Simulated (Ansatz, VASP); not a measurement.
# Two plane-wave programs on BAs

The input INCAR:

```
SYSTEM = BAs
  ALGO = Normal
  EDIFF = 1E-6
  ENCUT = 520
  GGA = PE
  ISIF = 2
  ISMEAR = -1
  LASPH = .True.
  LCHARG = .True.
  LELF = .True.
  LREAL = .False.
  LVHAR = .True.
  LWAVE = .False.
  NBANDS = 11
  NELM = 80
  PREC = Accurate
  SIGMA = 0.02
```

The input KPOINTS:

```
k-points
0
Gamma
  10 10 10
  0 0 0
```

Contents of POSCAR:

```
BAs
1.0
    0.0000000000      2.4277456215      2.4277456215
    2.4277456215      0.0000000000      2.4277456215
    2.4277456215      2.4277456215      0.0000000000
B As
1 1
Direct
    0.0000000000      0.0000000000      0.0000000000
    0.2500000000      0.2500000000      0.2500000000
```

Input for Ansatz:

```yaml
crystal:
  lattice:
    - [0.0, 2.4277456215, 2.4277456215]
    - [2.4277456215, 0.0, 2.4277456215]
    - [2.4277456215, 2.4277456215, 0.0]
  atoms:
    - { symbol: B, position: [0.0, 0.0, 0.0] }
    - { symbol: As, position: [0.25, 0.25, 0.25] }
kpoints:
  mp_grid: { grid: [10, 10, 10] }
  band_path:
    path:
      - [0.0, 0.0, 0.0]
      - [-0.5, -0.5, 0.0]
      - [-0.375, -0.375, 0.25]
      - [-0.375, 0.0, 0.375]
      - [0.0, 0.0, 0.5]
      - [-0.5, -0.25, 0.25]
      - [0.0, 0.4, 0.4]
    npoints: 1
hamiltonian:
  xc: pbe
scf:
  occupations: { method: fermi_dirac, width: 0.02 }
  n_extra_bands: 4
output:
  forces: true
  stress: true
  eigenvalues: true
```

Change from the starting cell: hydrostatic strain +1.5%.

Alike in both runs: task single point; functional PBE; k mesh 10 × 10 × 10; occupations fermi-dirac, width 0.02 eV; no spin polarisation.

```csv
,VASP,Ansatz
version,VASP 6.6.1,Ansatz 0.2.0
potentials or method,"VASP PAW PBE potentials, release 64 (B, As)","plane waves, PAW"
plane-wave cutoff (eV),520,420
valence electrons in the cell,8,18
```

|  | VASP | Ansatz | Ansatz less VASP |
| --- | --- | --- | --- |
| gap on the k mesh at the Fermi level (eV) | 1.22 | 1.23 | +0.008 |
| pressure (GPa) | -3.0 | -3.6 | -0.51 |

VASP's potentials hold 8 valence electrons a cell and Ansatz's 18, so a difference there can come from the potentials and not from the codes.
